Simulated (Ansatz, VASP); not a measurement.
One calculation of Cd, two programs

Contents of INCAR:

```
  PREC = Accurate
  ENCUT = 520
  EDIFF = 1E-6
  ISMEAR = 0
  SIGMA = 0.1
  LREAL = F
  LASPH = T
  NELM = 80
  ALGO = Normal
  ISIF = 2
  LWAVE = F
  LCHARG = T
  GGA = PE
  LELF = T
  LVHAR = T
  NBANDS = 12
```

KPOINTS

```
Automatic mesh
0
Gamma
  14 14 14
```

Contents of POSCAR:

```
Cd
1.0
    0.0000000000      2.2181497500      2.2181497500
    2.2181497500      0.0000000000      2.2181497500
    2.2181497500      2.2181497500      0.0000000000
Cd
1
Direct
    0.0101435893      0.0101435893     -0.0101435893
```

Input for Ansatz:

```yaml
crystal:
  lattice:
    - [0.0, 2.21814975, 2.21814975]
    - [2.21814975, 0.0, 2.21814975]
    - [2.21814975, 2.21814975, 0.0]
  atoms:
    - { symbol: Cd, position: [0.0101435893, 0.0101435893, -0.0101435893] }
basis:
  ecutwfc: 420
kpoints:
  mp_grid: { grid: [14, 14, 14] }
hamiltonian:
  xc: pbe
scf:
  occupations: { method: gaussian, width: 0.1 }
output:
  forces: true
  stress: true
  eigenvalues: true
  populations: true
```

Change from the starting cell: one atom moved.

Alike in both runs: task single point; functional PBE; k mesh 14 × 14 × 14; occupations gaussian, width 0.1 eV; no spin polarisation.

|  | VASP | Ansatz |
| --- | --- | --- |
| version | VASP 6.6.1 | Ansatz 0.2.0 |
| potentials or method | VASP PAW PBE potentials, release 64 (Cd), cutoff 520 eV | scalar-relativistic, plane waves, PAW |
| valence electrons in the cell | 12 | 20 |

```csv
,VASP,Ansatz,Ansatz less VASP
gap on the k mesh at the Fermi level (eV),none,none,-
pressure (GPa),2.4,2.1,-0.29
```

A gap of «none» marks a metal or a gap that the smearing closes. The functional is the same, so the differences come from potentials, cutoffs and numerics. VASP's potentials hold 12 valence electrons a cell and Ansatz's 20, so a difference there can come from the potentials and not from the codes.
